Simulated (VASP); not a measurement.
Crystal: Ir.

```
Ir
1.0
     0.00000    1.94081    1.94081
     1.94081    0.00000    1.94081
     1.94081    1.94081    0.00000
Ir
1
Direct
  0.00000 0.00000 0.00000
```

Base run:

| Property | Result |
| --- | --- |
| Program | VASP 6.6.1 |
| Functional | PBE0 |
| Potentials or basis | VASP PAW PBE potentials, release 64 (Ir) |
| Cutoff | 520 eV |
| k mesh | 8 × 8 × 8 |
| Occupations | fermi-dirac, width 0.05 eV |
| Spin | no spin polarisation |

Its results: band gap on the k mesh zero (an odd number of electrons rules out a gap without spin polarisation); pressure -12.2 GPa.

Question: The run is repeated on the same cell with these changes: k mesh from 8 × 8 × 8 to 6 × 6 × 6; further incar settings from ALGO = Normal; EDIFF = 1e-06; NBANDS = 10 to ALGO = Normal; EDIFF = 1e-07; NBANDS = 10. What comes out?

Answer: Band gap on the k mesh zero (an odd number of electrons rules out a gap without spin polarisation); pressure -13.6 GPa.

Caveats: some runs use coarse meshes; the PAW data sets were made with another functional, which shifts forces and pressure a little; spin-orbit coupling is left out, which moves the levels of the heavy elements; the cell stands under tension (at least some runs).
